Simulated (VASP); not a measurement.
Here is a VASP 6.6.1 calculation.

The input INCAR:

```
SYSTEM = NaCl
PREC = Accurate
ENCUT = 520
EDIFF = 1E-7
ISMEAR = 0
SIGMA = 0.01
LREAL = .False.
LASPH = .True.
NELM = 60
ALGO = Normal
ISIF = 2
LWAVE = .False.
LCHARG = .False.
GGA = PE
NBANDS = 14
```

Contents of KPOINTS:

```
regular mesh
0
Gamma
  4 4 4
  0 0 0
```

POSCAR

```
NaCl
1.0
    0.0000000000      2.9807291135      2.9807291135
    2.9807291135      0.0000000000      2.9807291135
    2.9807291135      2.9807291135      0.0000000000
Na Cl
1 1
Direct
    0.0000000000      0.0000000000      0.0000000000
    0.2500000000      0.2500000000      0.2500000000
```

Potentials or basis: VASP PAW PBE potentials, release 64 (Na_pv, Cl).

Run with:

```console
$ cat potpaw_PBE.64/Na_pv/POTCAR potpaw_PBE.64/Cl/POTCAR > POTCAR
$ mpirun -np 1 vasp_std > vasp.out
```

Problem. What does it give for the pressure?

Solution. 3.3 GPa.

Problem. What does it give for the band gap on the k mesh?

Solution. 5.21 eV, direct.

Caveat: the k points lie up to 0.46 Å⁻¹ apart.
